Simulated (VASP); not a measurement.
# WSe2 (P-6m2) in VASP: notebook, part 2 of 2

VASP 6.6.1.

### Step 5. Single point, PBEsol+D3(BJ)

This run uses another cell than the first one, of 50.45 Å³/atom, 2.613 times its volume.

INCAR reads:

```
PREC = Accurate ; ENCUT = 520
EDIFF = 1E-6 ; ISMEAR = 0
SIGMA = 0.02 ; LREAL = F
LASPH = T ; NELM = 60
ALGO = Normal ; ISIF = 2
LWAVE = F ; LCHARG = F
GGA = PS ; IVDW = 12
NBANDS = 20
```

KPOINTS reads:

```
Automatic mesh
0
Gamma
  12 12 2
```

POSCAR reads:

```
WSe2
1.0
    3.2406644587      0.0000000000      0.0000000000
   -1.6203322294      2.8064977463      0.0000000000
    0.0000000000      0.0000000000     16.6406815711
W Se
1 2
Direct
    0.0000000000      0.0000000000      0.0000000000
    0.3333333333      0.6666666667      0.1010110882
    0.3333333333      0.6666666667      0.8989889118
```

The run is started by

```sh
> cat potpaw_PBE.64/W_sv/POTCAR potpaw_PBE.64/Se/POTCAR > POTCAR
> mpirun -np 1 vasp_std > vasp.out
```

It took 3.1 min on 1 thread of Intel Xeon 8259CL, shared host; peak memory 0.32 GiB.

Results (log left out):

| Quantity | Value |
| --- | --- |
| Free energy | -24.1056 eV |
| Largest force | 0.059 eV/Å |
| Band gap on the k mesh | 1.65 eV, indirect (least direct gap 1.81 eV) |
| Dispersion energy per atom | -0.293 eV |

Forces on the atoms (eV/Å):
```
W    0.000  0.000  0.000
Se   0.000  0.000  0.059
Se   0.000  0.000 -0.059
```

Levels at points of the mesh, in eV from the valence-band top:
| k point | band 11 | band 12 | band 13 | band 14 | band 15 | band 16 |
| --- | --- | --- | --- | --- | --- | --- |
| (0.00, 0.00, 0.00) | -1.10 | -1.10 | -0.52 | 3.15 | 3.15 | 3.33 |
| (0.50, 0.00, 0.00) | -2.26 | -1.05 | -0.77 | 2.65 | 2.91 | 3.78 |
| (0.00, 0.00, 0.50) | -1.10 | -1.10 | -0.52 | 3.15 | 3.15 | 3.33 |
| (0.50, 0.00, 0.50) | -2.26 | -1.05 | -0.77 | 2.65 | 2.91 | 3.78 |

Caveat: the PAW data sets were made with another functional, which shifts forces and pressure a little; spin-orbit coupling is left out, which moves the levels of the heavy elements.

### Step 6. Relaxation of cell and atoms, PBEsol+D3(BJ), target pressure 20 GPa, at which the enthalpy is minimised

This run uses another cell than the first one, of 17.09 Å³/atom, 0.885 times its volume.

INCAR reads:

```
  ALGO = Normal
  EDIFF = 1E-6
  EDIFFG = -0.008
  ENCUT = 600
  GGA = PS
  IBRION = 2
  ISIF = 3
  ISMEAR = 0
  IVDW = 12
  LASPH = T
  LCHARG = F
  LREAL = F
  LWAVE = F
  NELM = 60
  NSW = 70
  PREC = Accurate
  PSTRESS = 200.0
  SIGMA = 0.02
```

KPOINTS reads:

```
k-points
0
Gamma
  12 12 4
```

POSCAR reads:

```
WSe2
1.0
    3.0577987704      0.0000000000      0.0000000000
   -1.5288993852      2.6481314148      0.0000000000
    0.0000000000      0.0000000000      6.3298681985
W Se
1 2
Direct
    0.0000000000      0.0000000000      0.0000000000
    0.3333333333      0.6666666667      0.2610426457
    0.3333333333      0.6666666667      0.7389573543
```

Potentials or basis: VASP PAW PBE potentials, release 64 (W_sv, Se).

The run is started by

```sh
> cat potpaw_PBE.64/W_sv/POTCAR potpaw_PBE.64/Se/POTCAR > POTCAR
> mpirun -np 1 vasp_std > vasp.out
```

OUTCAR:

```text
EDIFF = 1E-6
   EDIFFG = -0.008
   ENCUT = 600
   GGA = PS
   IBRION = 2
   ISIF = 3
   ISMEAR = 0
   IVDW = 12
   LASPH = T
   LREAL = F
   NELM = 60
   NSW = 70
   PREC = Accurate
   PSTRESS = 200.0
 IVDW          = 12

 ion  position               nearest neighbor table
   1  0.000  0.000  0.000-   2 2.42   3 2.42   2 2.42   3 2.42   2 2.42   3 2.42
   2  0.333  0.667  0.261-   1 2.42   1 2.42   1 2.42
   3  0.333  0.667  0.739-   1 2.42   1 2.42   1 2.42

  LATTYP: Found a hexagonal cell.
 ALAT       =     3.0577987704
 C/A-ratio  =     2.0700734985

  Lattice vectors:

 A1 = (   3.0577987704,   0.0000000000,   0.0000000000)
 A2 = (  -1.5288993852,   2.6481314148,   0.0000000000)
 A3 = (   0.0000000000,   0.0000000000,   6.3298681985)

Analysis of symmetry for initial positions (statically):
=====================================================================
 Subroutine PRICEL returns:
 Original cell was already a primitive cell.

 Routine SETGRP: Setting up the symmetry group for a
 hexagonal supercell.

 Subroutine GETGRP returns: Found 12 space group operations
 (whereof 12 operations were pure point group operations)
 out of a pool of 24 trial point group operations.

[... 156 lines left out ...]

 number of electron      26.0000004 magnetization

 Free energy of the ion-electron system (eV)
  ---------------------------------------------------
  ext. energy  EPLUGINS =         0.00000000
  ---------------------------------------------------
  free energy    TOTEN  =       -22.22763340 eV

  energy without entropy =      -22.22763340  energy(sigma->0) =      -22.22763340

------------------------ aborting loop because EDIFF is reached ----------------------------------------

 Edisp (eV)   -1.56416

 E8    (eV) :    -1.0516
[... 116 lines left out ...]
  energy  without entropy=      -24.0730358290  energy(sigma->0) =      -24.07303583

  enthalpy is  TOTEN    =       -17.4676283951 eV   P V=        6.6054074340

[... ionic steps 4 to 8 ...]

--------------------------------------- Ionic step        9  -------------------------------------------

 number of electron      26.0000004 magnetization

------------------------ aborting loop because EDIFF is reached ----------------------------------------
[... 81 lines left out ...]
--------------------------------------- Ionic step       11  -------------------------------------------

 number of electron      26.0000004 magnetization

 Free energy of the ion-electron system (eV)
  ---------------------------------------------------
  ext. energy  EPLUGINS =         0.00000000
  ---------------------------------------------------
  free energy    TOTEN  =       -22.40911082 eV

  energy without entropy =      -22.40911082  energy(sigma->0) =      -22.40911082

 E-fermi :   8.0698     XC(G=0): -11.7210

 val. band max:        7.8702441148   @ k =   0.3333   0.3333   0.5000
 cond. band min:       8.5117010824   @ k =   0.1667   0.1667   0.0000
 fundamental gap:      0.6414569676
 Fermi energy:         8.0697828930

 k-point     1 :       0.0000    0.0000    0.0000
  band No.  band energies     occupation
      1     -65.8914      2.00000
      2     -30.3713      2.00000
      3     -29.9409      2.00000
      4     -29.9409      2.00000
      5      -8.2937      2.00000
      6      -6.3586      2.00000
[... 457 lines left out ...]
      4     -30.0269      2.00000
      5      -6.3000      2.00000
      6      -5.5815      2.00000
[... 9 lines left out ...]
     16      11.7556      0.00000
     17      12.6028      0.00000

 [... further k-points ...]

------------------------ aborting loop because EDIFF is reached ----------------------------------------

 Edisp (eV)   -1.54735

 E8    (eV) :    -1.0406
[... 30 lines left out ...]
  energy  without entropy=      -23.9564560719  energy(sigma->0) =      -23.95645607

  enthalpy is  TOTEN    =       -17.4829663036 eV   P V=        6.4734897683

 reached required accuracy - stopping structural energy minimisation
```

CONTCAR:

```text
WSe2
   1.00000000000000
     3.0688317999898720   -0.0000000000000000   -0.0000000000000000
    -1.5344158999949360    2.6576862986877243    0.0000000000000000
     0.0000000000000000    0.0000000000000000    6.3583180703932358
  W               Se
     1     2
Direct
     0.0000000000000000    0.0000000000000000    0.0000000000000000
     0.3333333332999970    0.6666666667000030    0.2686369967398982
     0.3333333332999970    0.6666666667000030    0.7313630032601018

  0.00000000E+00  0.00000000E+00  0.00000000E+00
  0.00000000E+00  0.00000000E+00  0.00000000E+00
  0.00000000E+00  0.00000000E+00  0.00000000E+00
```

It took 6.3 min on 1 thread of Intel Xeon 8259CL, shared host; peak memory 0.25 GiB.

Results:

- Free energy: -23.9565 eV
- Relaxed volume: 17.29 Å³/atom
- Relaxed cell: a = 3.069 Å, b = 3.069 Å, c = 6.358 Å, α = 90.00°, β = 90.00°, γ = 120.00°
- Space group after relaxing (to 0.05 Å): P-6m2 (No. 187)
- Energy change on relaxing (the enthalpy is what falls): -54.9 meV/atom
- Ionic steps: 11
- Pressure after relaxing: 20.1 GPa
- Largest force after relaxing: 0.005 eV/Å
- Band gap on the k mesh: 0.64 eV, indirect (least direct gap 1.08 eV)
- Dispersion energy per atom: -0.516 eV

Forces on the atoms (eV/Å):
```
W    0.000  0.000  0.000
Se   0.000  0.000 -0.005
Se   0.000  0.000  0.005
```

The path:
```csv
step,energy change (eV),largest force (eV/Å),pressure (GPa),volume (Å³)
1,0.0000,1.5536,28.78,51.26
2,-0.2983,2.3594,-5.56,58.51
3,-0.2812,0.3006,17.97,52.92
4,-0.2671,0.3759,18.62,52.80
5,-0.2632,0.3956,18.81,52.77
6,-0.1906,0.1713,19.99,52.08
7,-0.1542,0.0673,20.56,51.78
8,-0.1893,0.1556,18.73,52.07
9,-0.1702,0.0293,19.75,51.90
10,-0.1600,0.0136,20.25,51.82
11,-0.1647,0.0052,20.05,51.86
```

Final structure:
```
CELL_PARAMETERS angstrom
3.06883 0.00000 0.00000
-1.53442 2.65769 0.00000
0.00000 0.00000 6.35832
ATOMIC_POSITIONS crystal
W 0.00000 0.00000 0.00000
Se 0.33333 0.66667 0.26864
Se 0.33333 0.66667 0.73136
```

Levels at points of the mesh, in eV from the valence-band top:
```
           k point  band 10  band 11  band 12  band 13  band 14  band 15  band 16  band 17
(0.00, 0.00, 0.00)    -2.09    -1.04    -0.76    -0.76     3.45     3.45     3.79     3.79
(0.50, 0.00, 0.00)    -2.99    -2.00    -1.64    -0.72     1.91     3.35     4.75     5.06
(0.00, 0.00, 0.50)    -2.18    -0.85    -0.85     0.00     3.39     3.39     3.97     3.97
(0.50, 0.00, 0.50)    -4.20    -3.13    -0.56    -0.30     2.84     3.39     3.53     4.34
```

Caveat: the cell is relaxed towards a set pressure, so the enthalpy falls and the energy may rise; the PAW data sets were made with another functional, which shifts forces and pressure a little; spin-orbit coupling is left out, which moves the levels of the heavy elements. A k mesh can miss the band edges.

### Step 7. Overview

```tsv
task	cell	k mesh	cutoff (eV)	gap on the mesh (eV)	pressure (GPa)	largest force (eV/Å)
single point	a = 3.180, b = 3.180, c = 6.613 Å, angles 90.0, 90.0, 120.0°, 3 atoms	12 × 12 × 4	520	0.93	5.5	0.07
single point	a = 2.962, b = 2.962, c = 6.195 Å, angles 90.0, 90.0, 120.0°, 3 atoms	12 × 12 × 6	520	0.08	41.1	0.10
single point	a = 3.241, b = 3.241, c = 16.641 Å, angles 90.0, 90.0, 120.0°, 3 atoms	12 × 12 × 2	520	1.65	-	0.06
relaxation of cell and atoms	relaxed to 20 GPa from a = 3.058, b = 3.058, c = 6.330 Å, angles 90.0, 90.0, 120.0°, 3 atoms	12 × 12 × 4	600	0.64	20.1	0.01
```

Alike in all rows: level PBEsol+D3(BJ); potentials or basis VASP PAW PBE potentials, release 64 (W_sv, Se); no spin polarisation; smearing gaussian 0.02 eV.

Caveats: the PAW data sets were made with another functional, which shifts forces and pressure a little; spin-orbit coupling is left out, which moves the levels of the heavy elements; the cell is relaxed towards a set pressure, so the enthalpy falls and the energy may rise (some runs).

Absolute energies hang on the potentials; compare differences alone.
